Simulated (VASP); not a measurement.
Here is a VASP 6.6.1 calculation.

The input INCAR:

```
PREC = Accurate ; ENCUT = 520
EDIFF = 1E-8 ; ISMEAR = 0
SIGMA = 0.01 ; LREAL = False
LASPH = True ; NELM = 60
ALGO = Normal ; ISIF = 2
LWAVE = False ; LCHARG = True
GGA = PE ; NBANDS = 11
IBRION = 8 ; NSW = 1
LEPSILON = True
```

The input KPOINTS:

```
Automatic mesh
0
Gamma
  8 8 8
```

Contents of POSCAR:

```
Si
1.0
    0.0000000000      2.7350742030      2.7350742030
    2.7350742030      0.0000000000      2.7350742030
    2.7350742030      2.7350742030      0.0000000000
Si
2
Direct
    0.2500000000      0.2500000000      0.2500000000
    0.0000000000      0.0000000000      0.0000000000
```

Potentials or basis: VASP PAW PBE potentials, release 64 (Si).

Launch:

```console
$ cat potpaw_PBE.64/Si/POTCAR > POTCAR
$ mpirun -np 1 vasp_std > vasp.out
```

**Question.** Predict the electronic dielectric tensor (diagonal).

**Answer.** 14.15.

**Question.** Estimate the Born charges (mean of the diagonal).

**Answer.** Si +0.00 e.

**Question.** Predict the highest phonon frequency at Γ.

**Answer.** 503 cm⁻¹.

Electronic dielectric tensor:
```
14.15  0.00  0.00
 0.00 14.15  0.00
 0.00  0.00 14.15
```
